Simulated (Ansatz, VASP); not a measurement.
**Two plane-wave programs on Co**

File INCAR:

```
SYSTEM = Co
PREC = Accurate
ENCUT = 520
EDIFF = 1E-6
ISMEAR = -1
SIGMA = 0.05
LREAL = .FALSE.
LASPH = .TRUE.
NELM = 150
ALGO = Normal
ISIF = 2
LWAVE = .FALSE.
LCHARG = .TRUE.
ISPIN = 2
MAGMOM = 1.683
LORBIT = 11
LMAXMIX = 4
GGA = CA
LELF = .TRUE.
LVHAR = .TRUE.
NBANDS = 14
```

The input KPOINTS:

```
regular mesh
0
G
  18 18 18
  0 0 0
```

POSCAR

```
Co
1.0
   -1.4020368590      1.4020368590      1.4020368590
    1.4020368590     -1.4020368590      1.4020368590
    1.4020368590      1.4020368590     -1.4020368590
Co
1
Direct
    0.0000000000      0.0000000000      0.0000000000
```

Input for Ansatz:

```yaml
crystal:
  lattice:
    - [-1.402036859, 1.402036859, 1.402036859]
    - [1.402036859, -1.402036859, 1.402036859]
    - [1.402036859, 1.402036859, -1.402036859]
  atoms:
    - { symbol: Co, position: [0.0, 0.0, 0.0], spin: 1.683 }
hamiltonian:
  xc: lda
  pseudopotentials:
    kind: paw
    azcp:
      Co: "pseudopotentials/Co.paw.azcp"
basis:
  ecutwfc: 420
  fft_grid_basis: typed
kpoints:
  mp_grid: { grid: [18, 18, 18], shift: [0, 0, 0] }
magnetization:
  spin_polarized: true
scf:
  occupations: { method: fermi_dirac, width: 0.05 }
  lower_state_search: "off"
output:
  stress: true
```

Alike in both runs: task single point; functional LDA; k mesh 18 × 18 × 18; occupations fermi-dirac, width 0.05 eV; collinear spin.

|  | VASP | Ansatz |
| --- | --- | --- |
| version | VASP 6.6.1 | Ansatz 0.2.0 |
| potentials or method | VASP PAW LDA potentials, release 64 (Co), cutoff 520 eV | plane waves (420 eV) with PAW, scalar-relativistic |
| valence electrons in the cell | 9 | 17 |

```csv
,VASP,Ansatz,Ansatz less VASP
pressure (GPa),-17.6,-16.9,+0.68
net moment per atom (μB),1.67,1.69,+0.027
size of the moment on the site where the two differ most (μB),1.67,1.74,+0.065
```

Ansatz warns that its potentials were made for another functional, while VASP's fit it. LDA's correlation is that of Perdew and Zunger in VASP and of Perdew and Wang (1992) in Ansatz. Site moments also hang on the region over which each program counts them. VASP's potentials hold 9 valence electrons a cell and Ansatz's 17, so a difference there can come from the potentials and not from the codes.
